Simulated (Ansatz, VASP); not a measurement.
**SiNi2 in VASP and in Ansatz**

INCAR

```
SYSTEM = SiNi2
PREC     = Accurate       ! precision mode
ENCUT    = 600            ! plane-wave cutoff, eV
EDIFF    = 1E-6           ! SCF threshold, eV
ISMEAR   = -1             ! smearing method
SIGMA    = 0.05           ! smearing width, eV
LREAL    = .FALSE.        ! projectors in reciprocal space
LASPH    = .TRUE.         ! aspherical terms in the spheres
NELM     = 150            ! most SCF steps
ALGO     = Fast           ! electronic algorithm
ISIF     = 3              ! what is computed and relaxed
LWAVE    = .FALSE.        ! write WAVECAR
LCHARG   = .FALSE.        ! write CHGCAR
ISPIN    = 2              ! spin polarisation
MAGMOM   = 1 1 1 1 0 0    ! initial moments
LORBIT   = 11             ! projections on sites
LMAXMIX  = 4              ! l up to which the mixer works
GGA      = RE             ! functional
IVDW     = 13             ! dispersion correction
IBRION   = 2              ! ionic algorithm
NSW      = 60             ! ionic steps
EDIFFG   = -0.01          ! ionic threshold
```

The input KPOINTS:

```
Automatic mesh
0
G
  8 8 6
  0 0 0
```

The input POSCAR:

```
SiNi2
1.0
    3.8360000000      0.0000000000      0.0000000000
   -1.9180000000      3.3220734489      0.0000000000
    0.0000000000      0.0000000000      4.9480000000
Ni Si
4 2
Direct
    0.6666666667      0.3333333333      0.7500000000
    0.3333333333      0.6666666667      0.2500000000
    0.0000000000      0.0000000000      0.5000000000
    0.0000000000      0.0000000000      0.0000000000
    0.6666666667      0.3333333333      0.2500000000
    0.3333333333      0.6666666667      0.7500000000
```

File input.yaml:

```yaml
crystal:
  lattice:
    - [3.836, 0.0, 0.0]
    - [-1.918, 3.3220734489, 0.0]
    - [0.0, 0.0, 4.948]
  atoms:
    - { symbol: Ni, position: [0.6666666667, 0.3333333333, 0.75], spin: 1.0 }
    - { symbol: Ni, position: [0.3333333333, 0.6666666667, 0.25], spin: 1.0 }
    - { symbol: Ni, position: [0.0, 0.0, 0.5], spin: 1.0 }
    - { symbol: Ni, position: [0.0, 0.0, 0.0], spin: 1.0 }
    - { symbol: Si, position: [0.6666666667, 0.3333333333, 0.25] }
    - { symbol: Si, position: [0.3333333333, 0.6666666667, 0.75] }
hamiltonian:
  xc: revpbe
  pseudopotentials: { kind: paw }
  dispersion: d4
magnetization:
  spin_polarized: true
kpoints:
  mp_grid: { grid: [8, 8, 6] }
scf:
  occupations: { method: fermi_dirac, width: 0.05 }
output:
  forces: true
  stress: true
  eigenvalues: true
relax:
  f_tol: 0.01
  max_steps: 40
  cell: { stress_tol: 0.05 }
```

Alike in both runs: task relaxation of cell and atoms; functional revPBE; dispersion D4; k mesh 8 × 8 × 6; occupations fermi-dirac, width 0.05 eV; collinear spin.

|  | VASP | Ansatz |
| --- | --- | --- |
| version | VASP 6.6.1 | Ansatz 0.2.0 |
| potentials or method | VASP PAW PBE potentials, release 64 (Ni, Si) | Ansatz PAW |
| plane-wave cutoff (eV) | 600 | 420 |
| valence electrons in the cell | 48 | 80 |

Ansatz gave:

* gap on the k mesh at the Fermi level, each at its own relaxed structure (eV): none
* net moment per atom (μB): 0.00
* relaxed volume (Å³/atom): 10.55
* relaxed length of the cell vector where the two differ most in proportion (Å): 4.897

Task: Which values does VASP return?

Result: gap on the k mesh at the Fermi level, each at its own relaxed structure (eV): none; net moment per atom (μB): 0.00; relaxed volume (Å³/atom): 10.54; relaxed length of the cell vector where the two differ most in proportion (Å): 4.893.

VASP's potentials were made for PBE, not for revPBE. A gap of «none» marks a metal or a gap that the smearing closes. VASP's potentials hold 48 valence electrons a cell and Ansatz's 80, so a difference there can come from the potentials and not from the codes.

Noted on Ansatz's run: the plane-wave basis is chosen anew once the cell has moved, so the energies of steps on either side of that aren't comparable.
